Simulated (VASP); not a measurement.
# LiB2C2 (P1) in VASP: single point with PBE

Aim: the single point of LiB2C2 with PBE.

All numbers are computed with VASP 6.6.1; they aren't measurements. Logs are shortened: lines on timing, memory, paths and dates and some standing lists are left out, and cuts for length are marked.

### Step 1. The cell of the first run

The typed cell holds 10 atoms: a = 2.714 Å, b = 5.428 Å, c = 7.117 Å, α = 90.00°, β = 90.00°, γ = 120.00°.

### Step 2. Single point, PBE

INCAR

```
SYSTEM = LiB2C2
PREC = Accurate
ENCUT = 650
EDIFF = 1E-6
ISMEAR = -1
SIGMA = 0.05
LREAL = .FALSE.
LASPH = .TRUE.
NELM = 120
ALGO = Normal
ISIF = 2
LWAVE = .FALSE.
LCHARG = .FALSE.
GGA = PE
NBANDS = 28
GGA_COMPAT = .FALSE.
```

KPOINTS

```
Automatic mesh
0
G
  3 3 1
  0 0 0
```

POSCAR

```
LiB2C2
1.0
    2.7140580000      0.0000000000      0.0000000000
   -2.7140580000      4.7008920000      0.0000000000
    0.0000000000      0.0000000000      7.1165240000
Li B C
2 4 4
Direct
    0.0201615649      0.0041449580      0.5251944629
   -0.0200179919      0.5199553617      0.4980040818
    0.3335299511      0.3231167617      0.7513895829
    0.6842067866      0.1852837717      0.2595976631
    0.3319090955      0.8259464374      0.7573656746
    0.6864944469      0.6771482944      0.2488161355
    0.3117495677      0.3281847360      0.2549432841
    0.6600007432      0.1610213551      0.7346358981
    0.3450664052      0.8372117462      0.2485277925
    0.6630169634      0.6564194625      0.7323191772
```

Potentials or basis: VASP PAW PBE potentials, release 64 (Li_sv, B, C).

Run with:

```console
> cat potpaw_PBE.64/Li_sv/POTCAR potpaw_PBE.64/B/POTCAR potpaw_PBE.64/C/POTCAR > POTCAR
> mpirun -np 1 vasp_std > vasp.out
```

OUTCAR:

```text
SYSTEM = LiB2C2
   PREC = Accurate
   ENCUT = 650
   EDIFF = 1E-6
   ISMEAR = -1
   LREAL = .FALSE.
   LASPH = .TRUE.
   NELM = 120
   ISIF = 2
   GGA = PE

 ion  position               nearest neighbor table
   1  0.020  0.004  0.525-   8 2.12   8 2.18   3 2.20  10 2.20   5 2.28   5 2.31   2 2.58
   2  0.980  0.520  0.498-  10 2.17   6 2.28   4 2.32  10 2.32   9 2.32   5 2.34   3 2.37   1 2.58

   3  0.334  0.323  0.751-   8 1.53  10 1.57   8 1.59   1 2.20   2 2.37
   4  0.684  0.185  0.260-   7 1.48   7 1.55   9 1.64   2 2.32
   5  0.332  0.826  0.757-  10 1.58   8 1.58  10 1.59   1 2.28   1 2.31   2 2.34
   6  0.686  0.677  0.249-   9 1.55   9 1.56   7 1.64   2 2.28
   7  0.312  0.328  0.255-   4 1.48   4 1.55   6 1.64
   8  0.660  0.161  0.735-   3 1.53   5 1.58   3 1.59   1 2.12   1 2.18
   9  0.345  0.837  0.249-   6 1.55   6 1.56   4 1.64   2 2.32
  10  0.663  0.656  0.732-   3 1.57   5 1.58   5 1.59   2 2.17   1 2.20   2 2.32

  LATTYP: Found a simple orthorhombic cell.
 ALAT       =     2.7140580000
 B/A-ratio  =     1.7320528891
 C/A-ratio  =     2.6220972433

  Lattice vectors:

 A1 = (   2.7140580000,   0.0000000000,   0.0000000000)
 A2 = (   0.0000000000,   4.7008920000,   0.0000000000)
 A3 = (   0.0000000000,   0.0000000000,   7.1165240000)

Analysis of symmetry for initial positions (statically):
=====================================================================
 Subroutine PRICEL returns:
 Original cell was already a primitive cell.

 Routine SETGRP: Setting up the symmetry group for a
 simple orthorhombic supercell.

 Subroutine GETGRP returns: Found  1 space group operations
 (whereof  1 operations were pure point group operations)
 out of a pool of  8 trial point group operations.

The static configuration has the point symmetry C_1 .

Analysis of symmetry for dynamics (positions and initial velocities):
=====================================================================
 Subroutine PRICEL returns:
 Original cell was already a primitive cell.

 Routine SETGRP: Setting up the symmetry group for a
 simple orthorhombic supercell.

 Subroutine GETGRP returns: Found  1 space group operations
 (whereof  1 operations were pure point group operations)
 out of a pool of  8 trial point group operations.

The dynamic configuration has the point symmetry C_1 .

 Subroutine INISYM returns: Found  1 space group operations
 (whereof  1 operations are pure point group operations),
 and found     1 'primitive' translations

----------------------------------------------------------------------------------------

                                     Primitive cell

  volume of cell :      90.7961

  direct lattice vectors                    reciprocal lattice vectors
     2.714058000  0.000000000  0.000000000     0.368451964  0.212725585  0.000000000
    -2.714058000  4.700892000  0.000000000     0.000000000  0.212725585  0.000000000
     0.000000000  0.000000000  7.116524000     0.000000000  0.000000000  0.140518039

  length of vectors
     2.714058000  5.428120892  7.116524000     0.425451553  0.212725585  0.140518039

  position of ions in fractional coordinates (direct lattice)
     0.020161565  0.004144958  0.525194463
     0.979982008  0.519955362  0.498004082
     0.333529951  0.323116762  0.751389583
     0.684206787  0.185283772  0.259597663
     0.331909096  0.825946437  0.757365675
     0.686494447  0.677148294  0.248816136
     0.311749568  0.328184736  0.254943284
     0.660000743  0.161021355  0.734635898
     0.345066405  0.837211746  0.248527792
     0.663016963  0.656419462  0.732319177

  ion indices of the primitive-cell ions
   primitive index   ion index
                 1           1
                 2           2
                 3           3
                 4           4
                 5           5
                 6           6
                 7           7
                 8           8
                 9           9
                10          10

----------------------------------------------------------------------------------------

 KPOINTS: Automatic mesh

Automatic generation of k-mesh.
 Grid dimensions read from file:
 generate k-points for:    3    3    1

 Generating k-lattice:

  Cartesian coordinates                     Fractional coordinates (reciprocal lattice)
     0.122817321  0.070908528  0.000000000     0.333333333 -0.000000000  0.000000000
     0.000000000  0.070908528  0.000000000     0.000000000  0.333333333  0.000000000
     0.000000000  0.000000000  0.140518039     0.000000000  0.000000000  1.000000000

  Length of vectors
     0.141817184  0.070908528  0.140518039

  Shift w.r.t. Gamma in fractional coordinates (k-lattice)
     0.000000000  0.000000000  0.000000000

 Subroutine IBZKPT returns following result:
 ===========================================

 Found      5 irreducible k-points:

 Following reciprocal coordinates:
            Coordinates               Weight
  0.000000  0.000000  0.000000      1.000000
  0.333333 -0.000000  0.000000      2.000000
  0.333333  0.333333  0.000000      2.000000
  0.000000  0.333333  0.000000      2.000000
 -0.333333  0.333333  0.000000      2.000000
   k-points           NKPTS =      5   k-points in BZ     NKDIM =      5   number of bands    NBANDS=     28
   number of dos      NEDOS =    301   number of ions     NIONS =     10
   total plane-waves  NPLWV =  69120
   dimension x,y,z NGX =    24 NGY =   48 NGZ =   60
   dimension x,y,z NGXF=    48 NGYF=   96 NGZF=  120
   ions per type =               2   4   4
   NGX,Y,Z   is equivalent  to a cutoff of  14.70, 14.70, 14.02 a.u.
   NGXF,Y,Z  is equivalent  to a cutoff of  29.40, 29.40, 28.03 a.u.
 SYSTEM =  LiB2C2
   PREC   = accura    normal or accurate (medium, high low for compatibility)
   ISTART =      0    job   : 0-new  1-cont  2-samecut
   ICHARG =      2    charge: 1-file 2-atom 10-const
   ISPIN  =      1    spin polarized calculation?
   LNONCOLLINEAR =      F non collinear calculations
   LSORBIT =      F    spin-orbit coupling
   LASPH  =      T    aspherical Exc in radial PAW
   ENCUT  =  650.0 eV  47.77 Ry    6.91 a.u.   5.64 11.28 14.79*2*pi/ulx,y,z
   NELM   =    120;   NELMIN=  2; NELMDL= -5     # of ELM steps
   EDIFF  = 0.1E-05   stopping-criterion for ELM
   LREAL  =      F    real-space projection
   EDIFFG = 0.1E-04   stopping-criterion for IOM
   NSW    =      0    number of steps for IOM
   IBRION =     -1    ionic relax: 0-MD 1-quasi-New 2-CG
   NFREE  =      0    steps in history (QN), initial steepest desc. (CG)
   ISIF   =      2    stress and relaxation
   ISYM   =      2    0-nonsym 1-usesym 2-fastsym
   POTIM  = 0.5000    time-step for ionic-motion
   TEBEG  =    0.0;   TEEND  =   0.0 temperature during run
   PSTRESS=    0.0 pullay stress
   NELECT =      34.0000    total number of electrons
   NUPDOWN=      -1.0000    fix difference up-down
   EMIN   =  10.00;   EMAX   =-10.00  energy-range for DOS
   EFERMI =   0.00;   METHOD = LEGACY
   ISMEAR =    -1;   SIGMA  =   0.05  broadening in eV -4-tet -1-fermi 0-gaus
   EFERMI_NEDOS =   21; number of points for ismear=-14 and -15
   IALGO  =     38    algorithm
   IMIX   =      4    mixing-type and parameters
     AMIX     =   0.40;   BMIX     =  1.00
     AMIX_MAG =   1.60;   BMIX_MAG =  1.00
  volume/ion in A,a.u.               =       9.08        61.27
  Fermi-wavevector in a.u.,A,eV,Ry     =   1.179991  2.229860 18.944463  1.392379
  Thomas-Fermi vector in A             =   2.316292
   LORBIT       =      0    0 simple, 1 ext, 2 COOP (PROOUT), +10 PAW based schemes
   GGA     = PE    functional components
   LHFCALC =     F    Hartree Fock is set to
   AEXX    =    0.0000 exact exchange contribution
   IVDW    =     0    specifies the selected vdW correction
   LEPSILON=     F    determine dielectric tensor
   LRPA    =     F    only Hartree local field effects (RPA)
 non-spin polarized calculation
  energy-cutoff  :      650.00
  volume of cell :       90.80
 maximum number of plane-waves:      3433
 NGX is ok and might be reduce to    24
   NGX = 11   NGY = 23   NGZ = 29

 number of electron      34.0000000 magnetization

 Free energy of the ion-electron system (eV)
  ---------------------------------------------------
  ext. energy  EPLUGINS =         0.00000000
  ---------------------------------------------------
  free energy    TOTEN  =       -67.04423479 eV

  energy without entropy =      -67.01117562  energy(sigma->0) =      -67.02770520

 E-fermi :   3.1064     XC(G=0): -10.0154

 val. band max:        2.8249615154   @ k =  -0.3333   0.3333   0.0000
 cond. band min:       3.1514139095   @ k =   0.0000   0.0000   0.0000
 fundamental gap:      0.3264523941
 Fermi energy:         3.1064002146

 k-point     1 :       0.0000    0.0000    0.0000
  band No.  band energies     occupation
      1     -42.1826      2.00000
      2     -42.1061      2.00000
      3     -11.1472      2.00000
      4     -10.8064      2.00000
      5      -7.5279      2.00000
      6      -7.1899      2.00000
[... 20 lines left out ...]
     27      12.7102      0.00000
     28      13.0943      0.00000

 k-point     2 :       0.3333   -0.0000    0.0000
  band No.  band energies     occupation
      1     -42.1544      2.00000
      2     -42.0959      2.00000
      3      -9.1391      2.00000
      4      -8.7936      2.00000
      5      -7.8132      2.00000
      6      -7.4647      2.00000
[... 20 lines left out ...]
     27      13.1659      0.00000
     28      13.7400      0.00000

 k-point     3 :       0.3333    0.3333    0.0000
  band No.  band energies     occupation
      1     -42.1544      2.00000
      2     -42.0959      2.00000
      3      -9.1424      2.00000
      4      -8.7859      2.00000
      5      -7.8090      2.00000
      6      -7.4744      2.00000
[... 20 lines left out ...]
     27      13.2104      0.00000
     28      13.7359      0.00000

 k-point     4 :       0.0000    0.3333    0.0000
  band No.  band energies     occupation
      1     -42.1756      2.00000
      2     -42.1130      2.00000
      3     -10.6290      2.00000
      4     -10.2779      2.00000
      5      -9.1267      2.00000
      6      -8.7467      2.00000
[... 20 lines left out ...]
     27      12.6002      0.00000
     28      12.8127      0.00000

 k-point     5 :      -0.3333    0.3333    0.0000
  band No.  band energies     occupation
      1     -42.1568      2.00000
      2     -42.0935      2.00000
      3      -9.6227      2.00000
      4      -9.2740      2.00000
      5      -6.6773      2.00000
      6      -6.5312      2.00000
[... 20 lines left out ...]
     27      13.5847      0.00000
     28      13.9495      0.00000

------------------------ aborting loop because EDIFF is reached ----------------------------------------

  FORCE on cell =-STRESS in cart. coord.  units (eV):
  Direction    XX          YY          ZZ          XY          YZ          ZX
  --------------------------------------------------------------------------------------
  -------------------------------------------------------------------------------------
  Total        1.4814156     -1.6622690      0.8848240      0.3499449      0.6393056     -0.0208035
  in kB       26.1408779    -29.3321954     15.6134967      6.1750846     11.2811082     -0.3670961
  external PRESSURE =       4.1407264 kB  Pullay stress =       0.0000000 kB

 VOLUME and BASIS-vectors are now :
 -----------------------------------------------------------------------------
  energy-cutoff  :      650.00
  volume of cell :       90.80
      direct lattice vectors                 reciprocal lattice vectors
     2.714058000  0.000000000  0.000000000     0.368451964  0.212725585  0.000000000
    -2.714058000  4.700892000  0.000000000     0.000000000  0.212725585  0.000000000
     0.000000000  0.000000000  7.116524000     0.000000000  0.000000000  0.140518039

 POSITION                                       TOTAL-FORCE (eV/Angst)
 -----------------------------------------------------------------------------------
      0.04347      0.01948      3.73756        -0.196186     -0.079370     -0.673197
      1.24854      2.44425      3.54406         0.380908     -0.328072      0.125041
      0.02826      1.51894      5.34728        -0.654923      0.285857     -0.516120
      1.35411      0.87100      1.84743        -1.146869     -1.780822     -0.898196
     -1.34085      3.88269      5.38981         0.174558     -0.387501     -0.937591
      0.02537      3.18320      1.77071        -0.338644     -0.011552     -0.482276
     -0.04461      1.54276      1.81431         1.573363      1.809168      0.676535
      1.35426      0.75694      5.22805         0.718573     -0.120004      0.790159
     -1.33571      3.93564      1.76865        -0.208172     -0.061339      0.812191
      0.01791      3.08576      5.21157        -0.302608      0.673634      1.103451
 -----------------------------------------------------------------------------------
    total drift:                                0.000063      0.000033     -0.000870

  FREE ENERGIE OF THE ION-ELECTRON SYSTEM (eV)
  ---------------------------------------------------
  free  energy   TOTEN  =       -67.0442347868 eV

  energy  without entropy=      -67.0111756155  energy(sigma->0) =      -67.02770520
```

It took 14 s on 1 thread of Intel Xeon 6975P-C (Granite Rapids), shared host; peak memory 0.24 GiB.

Results:

- Free energy: -67.0442 eV
- Pressure: 0.4 GPa
- Largest force: 2.491 eV/Å
- Band gap on the k mesh: zero (bands 17 and 18 overlap by 1.09 eV)

Forces in eV/Å, atoms in the order of the input:
```
Li  -0.196 -0.079 -0.673
Li   0.381 -0.328  0.125
B   -0.655  0.286 -0.516
B   -1.147 -1.781 -0.898
B    0.175 -0.388 -0.938
B   -0.339 -0.012 -0.482
C    1.573  1.809  0.677
C    0.719 -0.120  0.790
C   -0.208 -0.061  0.812
C   -0.303  0.674  1.103
```

Caveat: the k points lie up to 0.88 Å⁻¹ apart, too coarse for converged energies and pressures of a metal; forces of over 1 eV/Å act on the atoms, so gaps and moduli don't describe the material at rest.
